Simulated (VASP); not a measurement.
Input of a VASP 6.6.1 run:

INCAR

```
SYSTEM = ZnS
  ALGO = Normal
  EDIFF = 1E-6
  EDIFFG = -0.008
  ENCUT = 520
  GGA = PE
  IBRION = 2
  ISIF = 2
  ISMEAR = 0
  LASPH = .TRUE.
  LCHARG = .FALSE.
  LREAL = .FALSE.
  LWAVE = .FALSE.
  NELM = 100
  NSW = 60
  PREC = Accurate
  SIGMA = 0.02
```

The input KPOINTS:

```
k-points
0
G
  12 12 4
  0 0 0
```

POSCAR

```
ZnS
1.0
    3.8440669355      0.0000000000      0.0000000000
   -1.9220334677      3.3290596200      0.0000000000
    0.0000000000      0.0000000000      6.4937823531
Zn S
2 2
Direct
    0.3333333333      0.6666666667      0.0016950057
    0.6666666667      0.3333333333      0.5016950057
    0.3333333333      0.6666666667      0.3733049943
    0.6666666667      0.3333333333      0.8733049943
```

Potentials or basis: VASP PAW PBE potentials, release 64 (Zn, S).

Launch:

```bash
$ cat potpaw_PBE.64/Zn/POTCAR potpaw_PBE.64/S/POTCAR > POTCAR
$ mpirun -np 1 vasp_std > vasp.out
```

Problem. What does it give for the band gap on the k mesh?

Solution. 1.87 eV.

Problem. What does it give for the energy gained by relaxing?

Solution. 0.1 meV/atom.

The path:
```csv
step,energy change (eV),largest force (eV/Å),pressure (GPa)
1,0.0000,0.0323,-1.73
2,-0.0002,0.0184,-1.76
3,-0.0002,0.0002,-1.77
```

Caveat: the cell differs from its parent crystal (strain along c alone, the other axes held: +3.0 %). A k mesh can miss the band edges.
